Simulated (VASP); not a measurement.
# SiC (P1) in VASP: a series of runs, part 2 of 2

VASP 6.6.1. Earlier steps stand in the parts before.

## (3) Single point, LDA

Contents of INCAR:

```
  ALGO = Normal
  EDIFF = 1E-7
  ENCUT = 520
  ISIF = 2
  ISMEAR = 0
  LASPH = T
  LCHARG = F
  LREAL = F
  LWAVE = F
  NBANDS = 26
  NELM = 100
  PREC = Accurate
  SIGMA = 0.05
```

Contents of KPOINTS:

```
k-points
0
Gamma
  10 10 3
```

Contents of POSCAR:

```
SiC
1.0
   -3.0759982064      0.0000000000      0.0000000000
   -1.5379991032     -2.6638925888      0.0000000000
   -0.9227994619      0.0000000000     10.0960000000
Si C
4 4
Direct
    0.1372083333      0.3333333333      0.6537500000
    0.2872083333      0.3333333333      0.1537500000
    0.3955416667      0.6666666667      0.9037500000
    0.5455416667      0.6666666667      0.4037500000
    0.0794583333      0.3333333333      0.8462500000
    0.2294583333      0.3333333333      0.3462500000
    0.6377916667      0.6666666667      0.0962500000
    0.4877916667      0.6666666667      0.5962500000
```

Potentials or basis: VASP PAW LDA potentials, release 64 (Si, C).

The run is started by

```sh
cat potpaw_LDA.64/Si/POTCAR potpaw_LDA.64/C/POTCAR > POTCAR
mpirun -np 1 vasp_std > vasp.out
```

OUTCAR:

```text
EDIFF = 1E-7
   ENCUT = 520
   ISIF = 2
   ISMEAR = 0
   LASPH = T
   LREAL = F
   NELM = 100
   PREC = Accurate

 ion  position               nearest neighbor table
   1  0.137  0.333  0.654-   8 1.87   8 1.87   8 1.87   5 1.94   4 3.09   3 3.09   3 3.09   4 3.09
                             3 3.09   4 3.09
   2  0.287  0.333  0.154-   7 1.87   7 1.87   7 1.87   6 1.94   3 2.75   4 3.09   4 3.09   4 3.09

   3  0.396  0.667  0.904-   5 1.87   5 1.87   5 1.87   7 2.15   2 2.75   1 3.09   1 3.09   1 3.09

   4  0.546  0.667  0.404-   6 1.87   6 1.87   6 1.87   8 1.94   1 3.09   2 3.09   2 3.09   1 3.09
                             2 3.09   1 3.09
   5  0.079  0.333  0.846-   3 1.87   3 1.87   3 1.87   1 1.94
   6  0.229  0.333  0.346-   4 1.87   4 1.87   4 1.87   2 1.94
   7  0.638  0.667  0.096-   2 1.87   2 1.87   2 1.87   3 2.15
   8  0.488  0.667  0.596-   1 1.87   1 1.87   1 1.87   4 1.94

  LATTYP: Found a base centered monoclinic cell.
 ALAT       =     3.0759982064
 B/A-ratio  =     1.7320508076
 C/A-ratio  =     3.2958684250
 COS(beta)  =    -0.0910230511

  Lattice vectors:

 A1 = (   1.5379991032,  -2.6638925888,   0.0000000000)
 A2 = (   1.5379991032,   2.6638925888,   0.0000000000)
 A3 = (  -0.9227994619,   0.0000000000,  10.0960000000)

Analysis of symmetry for initial positions (statically):
=====================================================================
 Subroutine PRICEL returns:
 Original cell was already a primitive cell.

 Routine SETGRP: Setting up the symmetry group for a
 base centered monoclinic supercell.

 Subroutine GETGRP returns: Found  1 space group operations
 (whereof  1 operations were pure point group operations)
 out of a pool of  4 trial point group operations.

The static configuration has the point symmetry C_1 .

Analysis of symmetry for dynamics (positions and initial velocities):
=====================================================================
 Subroutine PRICEL returns:
 Original cell was already a primitive cell.

 Routine SETGRP: Setting up the symmetry group for a
 base centered monoclinic supercell.

 Subroutine GETGRP returns: Found  1 space group operations
 (whereof  1 operations were pure point group operations)
 out of a pool of  4 trial point group operations.

The dynamic configuration has the point symmetry C_1 .

 Subroutine INISYM returns: Found  1 space group operations
 (whereof  1 operations are pure point group operations),
 and found     1 'primitive' translations

----------------------------------------------------------------------------------------

                                     Primitive cell

  volume of cell :      82.7279

  direct lattice vectors                    reciprocal lattice vectors
    -3.075998206  0.000000000  0.000000000    -0.325097719  0.187695255 -0.029714739
    -1.537999103 -2.663892589  0.000000000     0.000000000 -0.375390511  0.000000000
    -0.922799462  0.000000000 10.096000000     0.000000000  0.000000000  0.099049128

  length of vectors
     3.075998206  3.075998206 10.138085364     0.376564737  0.375390511  0.099049128

  position of ions in fractional coordinates (direct lattice)
[... 43 lines left out ...]

 Found    152 irreducible k-points:

 Following reciprocal coordinates:
            Coordinates               Weight
  0.000000  0.000000  0.000000      1.000000
  0.100000  0.000000  0.000000      2.000000
 -0.100000 -0.100000 -0.000000      2.000000
  0.200000  0.000000  0.000000      2.000000
 -0.200000 -0.200000 -0.000000      2.000000
  0.300000  0.000000  0.000000      2.000000
[... 16 lines left out ...]
  0.300000  0.400000  0.000000      2.000000
 -0.200000  0.100000 -0.000000      2.000000
 [... further k-points ...]
   k-points           NKPTS =    152   k-points in BZ     NKDIM =    152   number of bands    NBANDS=     26
   number of dos      NEDOS =    301   number of ions     NIONS =      8
   total plane-waves  NPLWV =  46080
   dimension x,y,z NGX =    24 NGY =   24 NGZ =   80
   dimension x,y,z NGXF=    48 NGYF=   48 NGZF=  160
   ions per type =               4   4
   NGX,Y,Z   is equivalent  to a cutoff of  12.97, 12.97, 13.12 a.u.
   NGXF,Y,Z  is equivalent  to a cutoff of  25.94, 25.94, 26.24 a.u.
 SYSTEM =  unknown system
   PREC   = accura    normal or accurate (medium, high low for compatibility)
   ISTART =      0    job   : 0-new  1-cont  2-samecut
   ICHARG =      2    charge: 1-file 2-atom 10-const
   ISPIN  =      1    spin polarized calculation?
   LNONCOLLINEAR =      F non collinear calculations
   LSORBIT =      F    spin-orbit coupling
   LASPH  =      T    aspherical Exc in radial PAW
   ENCUT  =  520.0 eV  38.22 Ry    6.18 a.u.   5.72  5.72 18.85*2*pi/ulx,y,z
   NELM   =    100;   NELMIN=  2; NELMDL= -5     # of ELM steps
   EDIFF  = 0.1E-06   stopping-criterion for ELM
   LREAL  =      F    real-space projection
   EDIFFG = 0.1E-05   stopping-criterion for IOM
   NSW    =      0    number of steps for IOM
   IBRION =     -1    ionic relax: 0-MD 1-quasi-New 2-CG
   NFREE  =      0    steps in history (QN), initial steepest desc. (CG)
   ISIF   =      2    stress and relaxation
   ISYM   =      2    0-nonsym 1-usesym 2-fastsym
   POTIM  = 0.5000    time-step for ionic-motion
   TEBEG  =    0.0;   TEEND  =   0.0 temperature during run
   PSTRESS=    0.0 pullay stress
   NELECT =      32.0000    total number of electrons
   NUPDOWN=      -1.0000    fix difference up-down
   EMIN   =  10.00;   EMAX   =-10.00  energy-range for DOS
   EFERMI =   0.00;   METHOD = LEGACY
   ISMEAR =     0;   SIGMA  =   0.05  broadening in eV -4-tet -1-fermi 0-gaus
   EFERMI_NEDOS =   21; number of points for ismear=-14 and -15
   IALGO  =     38    algorithm
   IMIX   =      4    mixing-type and parameters
     AMIX     =   0.40;   BMIX     =  1.00
     AMIX_MAG =   1.60;   BMIX_MAG =  1.00
  volume/ion in A,a.u.               =      10.34        69.78
  Fermi-wavevector in a.u.,A,eV,Ry     =   1.192818  2.254099 19.358564  1.422814
  Thomas-Fermi vector in A             =   2.328847
   LORBIT       =      0    0 simple, 1 ext, 2 COOP (PROOUT), +10 PAW based schemes
   GGA     = CA    functional components
   LHFCALC =     F    Hartree Fock is set to
   AEXX    =    0.0000 exact exchange contribution
   IVDW    =     0    specifies the selected vdW correction
   LEPSILON=     F    determine dielectric tensor
   LRPA    =     F    only Hartree local field effects (RPA)
 non-spin polarized calculation
 Gauss-broadening in eV      SIGMA  =   0.05
  energy-cutoff  :      520.00
  volume of cell :       82.73
 maximum number of plane-waves:      2240
   NGX = 11   NGY = 11   NGZ = 37

 number of electron      31.9999999 magnetization

 Free energy of the ion-electron system (eV)
  ---------------------------------------------------
  ext. energy  EPLUGINS =         0.00000000
  ---------------------------------------------------
  free energy    TOTEN  =       -65.30739404 eV

  energy without entropy =      -65.30739404  energy(sigma->0) =      -65.30739404

 E-fermi :   9.0347     XC(G=0): -11.5713

 val. band max:        8.7491661605   @ k =   0.0000   0.0000   0.0000
 cond. band min:       9.8931037430   @ k =   0.5000   0.5000  -0.3333
 fundamental gap:      1.1439375825
 Fermi energy:         9.0346864662

 k-point     1 :       0.0000    0.0000    0.0000
  band No.  band energies     occupation
      1      -7.2558      2.00000
      2      -6.0875      2.00000
      3      -6.0260      2.00000
      4      -3.7090      2.00000
      5      -0.2658      2.00000
      6       3.9005      2.00000
[... 685 lines left out ...]
     25      16.2443      0.00000
     26      16.5863      0.00000

 [... further k-points ...]
[... 5 lines left out ...]
  --------------------------------------------------------------------------------------
  -------------------------------------------------------------------------------------
  Total       -3.9349203     -0.7949990     -1.8899628     -0.7087130     -1.1384960      5.1428397
  in kB      -76.2069163    -15.3966069    -36.6025817    -13.7255221    -22.0490549     99.6004819
  external PRESSURE =     -42.7353683 kB  Pullay stress =       0.0000000 kB

 VOLUME and BASIS-vectors are now :
 -----------------------------------------------------------------------------
  energy-cutoff  :      520.00
  volume of cell :       82.73
      direct lattice vectors                 reciprocal lattice vectors
    -3.075998206  0.000000000  0.000000000    -0.325097719  0.187695255 -0.029714739
    -1.537999103 -2.663892589  0.000000000     0.000000000 -0.375390511  0.000000000
    -0.922799462  0.000000000 10.096000000     0.000000000  0.000000000  0.099049128

 POSITION                                       TOTAL-FORCE (eV/Angst)
 -----------------------------------------------------------------------------------
     -1.53800     -0.88796      6.60026        -0.136787      0.115521      0.541989
     -1.53800     -0.88796      1.55226         0.089134      0.250331      0.857008
     -3.07600     -1.77593      9.12426        -1.785396     -0.223611      0.767945
     -3.07600     -1.77593      4.07626         0.017327      0.008322      0.595756
     -1.53800     -0.88796      8.54374        -0.150175      0.356806     -0.956648
     -1.53800     -0.88796      3.49574         0.156532     -0.031151     -0.547122
     -3.07600     -1.77593      0.97174         1.813196     -0.495545     -0.617557
     -3.07600     -1.77593      6.01974        -0.003832      0.019328     -0.641371
 -----------------------------------------------------------------------------------
    total drift:                               -0.000037     -0.000004     -0.000061

  FREE ENERGIE OF THE ION-ELECTRON SYSTEM (eV)
  ---------------------------------------------------
  free  energy   TOTEN  =       -65.3073940425 eV

  energy  without entropy=      -65.3073940425  energy(sigma->0) =      -65.30739404
```

Wall time 4 min (1 thread of Intel Xeon Platinum 8259CL at 2.50GHz (Skylake/Cascade Lake), shared host); peak memory 0.33 GiB.

Results:

| Property | Result |
| --- | --- |
| Free energy | -65.3074 eV |
| Pressure | -4.3 GPa |
| Largest force | 1.979 eV/Å |
| Band gap on the k mesh | 1.14 eV, indirect (least direct gap 2.46 eV) |

Forces on the atoms (eV/Å):
```
Si  -0.137  0.116  0.542
Si   0.089  0.250  0.857
Si  -1.785 -0.224  0.768
Si   0.017  0.008  0.596
C   -0.150  0.357 -0.957
C    0.157 -0.031 -0.547
C    1.813 -0.496 -0.618
C   -0.004  0.019 -0.641
```

Levels at points of the mesh, in eV from the valence-band top:
| k point | band 14 | band 15 | band 16 | band 17 | band 18 | band 19 |
| --- | --- | --- | --- | --- | --- | --- |
| (0.00, 0.00, 0.00) | -0.83 | -0.65 | 0.00 | 4.29 | 4.50 | 5.26 |
| (0.50, 0.00, 0.00) | -2.84 | -2.04 | -1.50 | 1.73 | 2.12 | 2.78 |
| (0.50, 0.50, 0.00) | -2.95 | -2.15 | -1.47 | 1.45 | 2.32 | 2.85 |
| (0.00, 0.50, 0.00) | -2.72 | -2.38 | -1.86 | 1.89 | 2.36 | 2.79 |

Caveat: forces of over 1 eV/Å act on the atoms, so gaps and moduli don't describe the material at rest. A hybrid or GW would open this gap; LDA tends to underestimate it.

## (4) Single point, LDA

Contents of INCAR:

```
ALGO = Normal ; EDIFF = 1E-6
ENCUT = 520 ; ISIF = 2
ISMEAR = 0 ; LASPH = T
LCHARG = F ; LREAL = F
LWAVE = F ; NBANDS = 26
NELM = 60 ; PREC = Accurate
SIGMA = 0.05
```

KPOINTS is that of step 3.

Contents of POSCAR:

```
SiC
1.0
   -3.0759982064      0.0000000000      0.0000000000
   -1.5379991032     -2.6638925888      0.0000000000
   -0.6151996413      0.0000000000     10.0960000000
Si C
4 4
Direct
    0.2025833333      0.3333333333      0.6537500000
    0.3025833333      0.3333333333      0.1537500000
    0.4859166667      0.6666666667      0.9037500000
    0.5859166667      0.6666666667      0.4037500000
    0.1640833333      0.3333333333      0.8462500000
    0.2640833333      0.3333333333      0.3462500000
    0.6474166667      0.6666666667      0.0962500000
    0.5474166667      0.6666666667      0.5962500000
```

The run is started by

```sh
cat potpaw_LDA.64/Si/POTCAR potpaw_LDA.64/C/POTCAR > POTCAR
mpirun -np 1 vasp_std > vasp.out
```

Run time: 3.5 min. Hardware: 1 thread of Oxide Virtual Turin-like, shared host; peak memory 0.3 GiB.

Results (log left out):

- Free energy: -65.9090 eV
- Pressure: -4.0 GPa
- Largest force: 1.743 eV/Å
- Band gap on the k mesh: 1.86 eV, indirect (least direct gap 3.49 eV)

Forces in eV/Å, atoms in the order of the input:
```
Si  -0.114  0.052  0.627
Si   0.119  0.134  0.825
Si  -1.514 -0.133  0.853
Si   0.014  0.003  0.659
C   -0.073  0.177 -0.820
C    0.119 -0.014 -0.636
C    1.454 -0.228 -0.828
C   -0.005  0.008 -0.680
```

Stress tensor (GPa, compression positive):
```
-4.82 -1.02  8.12
-1.02 -1.81 -0.91
 8.12 -0.91 -5.44
```

Levels at points of the mesh, in eV from the valence-band top:
| k point | band 12 | band 13 | band 14 | band 15 | band 16 | band 17 | band 18 | band 19 | band 20 | band 21 |
| --- | --- | --- | --- | --- | --- | --- | --- | --- | --- | --- |
| (0.00, 0.00, 0.00) | -1.18 | -1.10 | -0.70 | -0.54 | 0.00 | 4.39 | 5.00 | 5.38 | 5.66 | 5.96 |
| (0.50, 0.00, 0.00) | -3.04 | -2.93 | -2.74 | -2.02 | -1.73 | 2.18 | 2.39 | 2.89 | 3.87 | 4.12 |
| (0.50, 0.50, 0.00) | -3.04 | -2.92 | -2.88 | -2.16 | -1.64 | 2.09 | 2.42 | 2.96 | 3.52 | 4.34 |
| (0.00, 0.50, 0.00) | -3.17 | -2.82 | -2.61 | -2.38 | -1.74 | 2.37 | 2.49 | 2.86 | 3.85 | 4.57 |

Caveat: forces of over 1 eV/Å act on the atoms, so gaps and moduli don't describe the material at rest.

## (5) Single point, LDA

Contents of INCAR:

```
SYSTEM = SiC
PREC = Accurate ; ENCUT = 520
EDIFF = 1E-6 ; ISMEAR = 0
SIGMA = 0.05 ; LREAL = .FALSE.
LASPH = .TRUE. ; NELM = 100
ALGO = Normal ; ISIF = 2
LWAVE = .FALSE. ; LCHARG = .FALSE.
NBANDS = 26
```

Contents of KPOINTS:

```
Automatic mesh
0
G
  10 10 3
  0 0 0
```

Contents of POSCAR:

```
SiC
1.0
   -3.0759982064      0.0000000000      0.0000000000
   -1.5379991032     -2.6638925888      0.0000000000
   -1.2303992826      0.0000000000     10.0960000000
Si C
4 4
Direct
    0.0718333333      0.3333333333      0.6537500000
    0.2718333333      0.3333333333      0.1537500000
    0.3051666667      0.6666666667      0.9037500000
    0.5051666667      0.6666666667      0.4037500000
   -0.0051666667      0.3333333333      0.8462500000
    0.1948333333      0.3333333333      0.3462500000
    0.6281666667      0.6666666667      0.0962500000
    0.4281666667      0.6666666667      0.5962500000
```

The run is started by

```sh
cat potpaw_LDA.64/Si/POTCAR potpaw_LDA.64/C/POTCAR > POTCAR
mpirun -np 1 vasp_std > vasp.out
```

Run time: 4 min. Hardware: 1 thread of Oxide Virtual Turin-like, shared host; peak memory 0.3 GiB.

Results (log left out):

```
Free energy            : -64.7065 eV
Pressure               : -4.4 GPa
Largest force          : 1.683 eV/Å
Band gap on the k mesh : 0.52 eV, indirect (least direct gap 1.36 eV)
```

Forces on the atoms (eV/Å):
```
Si  -0.110  0.202  0.479
Si   0.020  0.359  0.823
Si  -1.349 -0.290  0.618
Si   0.016  0.021  0.537
C   -0.165  0.557 -1.153
C    0.132 -0.068 -0.465
C    1.454 -0.816 -0.224
C    0.002  0.035 -0.615
```

Stress tensor (GPa, compression positive):
```
-10.33  -1.23   7.85
 -1.23  -1.36  -4.16
  7.85  -4.16  -1.60
```

Levels at points of the mesh, in eV from the valence-band top:
| k point | band 13 | band 14 | band 15 | band 16 | band 17 | band 18 | band 19 | band 20 |
| --- | --- | --- | --- | --- | --- | --- | --- | --- |
| (0.00, 0.00, 0.00) | -1.05 | -0.86 | -0.69 | -0.01 | 4.05 | 4.42 | 5.21 | 5.56 |
| (0.50, 0.00, 0.00) | -3.01 | -2.85 | -2.10 | -1.03 | 0.96 | 2.16 | 2.76 | 3.31 |
| (0.50, 0.50, 0.00) | -3.19 | -2.90 | -2.17 | -1.19 | 0.97 | 2.32 | 2.77 | 3.50 |
| (0.00, 0.50, 0.00) | -2.76 | -2.54 | -2.33 | -1.98 | 1.33 | 2.38 | 2.78 | 3.73 |

Caveat: forces of over 1 eV/Å act on the atoms, so gaps and moduli don't describe the material at rest.

## (6) The runs side by side

| cell | gap on the mesh (eV) | pressure (GPa) | largest force (eV/Å) |
| --- | --- | --- | --- |
| a = 3.076, b = 3.076, c = 10.101 Å, angles 89.1, 88.3, 60.0°, 8 atoms | 2.21 | -3.7 | 1.15 |
| a = 3.076, b = 3.076, c = 10.138 Å, angles 87.4, 84.8, 60.0°, 8 atoms | 1.14 | -4.3 | 1.98 |
| a = 3.076, b = 3.076, c = 10.115 Å, angles 88.3, 86.5, 60.0°, 8 atoms | 1.86 | -4.0 | 1.74 |
| a = 3.076, b = 3.076, c = 10.171 Å, angles 86.5, 83.1, 60.0°, 8 atoms | 0.52 | -4.4 | 1.68 |

Alike in all rows: task single point; level LDA; potentials or basis VASP PAW LDA potentials, release 64 (Si, C); no spin polarisation; k mesh 10 × 10 × 3; cutoff (eV) 520; smearing gaussian 0.05 eV.

Caveats: forces of over 1 eV/Å act on the atoms, so gaps and moduli don't describe the material at rest.

Absolute energies hang on the potentials; compare differences alone.
